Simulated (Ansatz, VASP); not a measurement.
## Si3F4 in VASP and in Ansatz

```
Si F
1.0
     0.00000    3.83057    3.83057
     3.83057    0.00000    3.83057
     3.83057    3.83057    0.00000
Si F
3 4
Direct
  0.75000 0.75000 0.75000
  0.00000 0.00000 0.00000
  0.50000 0.50000 0.50000
  0.11921 0.11921 0.11921
  0.11921 0.11921 0.64237
  0.11921 0.64237 0.11921
  0.64237 0.11921 0.11921
```

Alike in both runs: functional PBE; k mesh 4 × 4 × 4; occupations gaussian, width 0.1 eV; no spin polarisation.

Ansatz relaxed the structure, and its values are those at the end. VASP's run is a single point on that final structure, the one shown.

```csv
,VASP,Ansatz
version,VASP 6.6.1,Ansatz 0.2.0
potentials or method,"VASP PAW PBE potentials, release 64 (Si, F_h), cutoff 910 eV","scalar-relativistic, plane waves, PAW"
valence electrons in the cell,40,40
```

```csv
,VASP,Ansatz,Ansatz less VASP
gap on the k mesh at the Fermi level (eV),none,none,-
rms of the force components (eV/Å),0.031,0.002,-0.0297
```

A gap of «none» marks a metal or a gap that the smearing closes.

Noted on VASP's run: the cutoff is short for stress, so the pressure is rough.
